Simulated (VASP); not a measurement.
Set up this calculation in VASP 6.6.1, as the native input.

```yaml
Task: single point
Functional: PBE
Potentials_or_basis: VASP PAW PBE potentials, release 64 (K_sv, F)
Cutoff: 520 eV
k_mesh: 12 × 12 × 12
Occupations: gaussian, width 0.05 eV
Spin: no spin polarisation
Dipole_correction: no
Further_INCAR_settings: ALGO = Normal; EDIFF = 1e-07; NBANDS = 15
```

The structure of KF lies in POSCAR:

```
KF
1.0
    0.0000000000      2.7459111841      2.7459111841
    2.7459111841      0.0000000000      2.7459111841
    2.7459111841      2.7459111841      0.0000000000
K F
1 1
Direct
    0.0000000000      0.0000000000      0.0000000000
    0.5000000000      0.5000000000      0.5000000000
```

The input as run:

INCAR

```
  ALGO = Normal
  EDIFF = 1E-7
  ENCUT = 520
  GGA = PE
  ISIF = 2
  ISMEAR = 0
  LASPH = True
  LCHARG = False
  LREAL = False
  LWAVE = False
  NBANDS = 15
  NELM = 100
  PREC = Accurate
  SIGMA = 0.05
```

KPOINTS

```
k-points
0
Gamma
  12 12 12
```

Potentials or basis: VASP PAW PBE potentials, release 64 (K_sv, F).

Run with:

```bash
$ cat potpaw_PBE.64/K_sv/POTCAR potpaw_PBE.64/F/POTCAR > POTCAR
$ mpirun -np 1 vasp_std > vasp.out
```

It gave:

```yaml
Pressure: -1.0 GPa
Band_gap_on_the_k_mesh: 5.76 eV
```

Run time: 99 s on 1 thread of AMD EPYC 7R13, with other jobs on the host, peak memory 0.16 GiB.
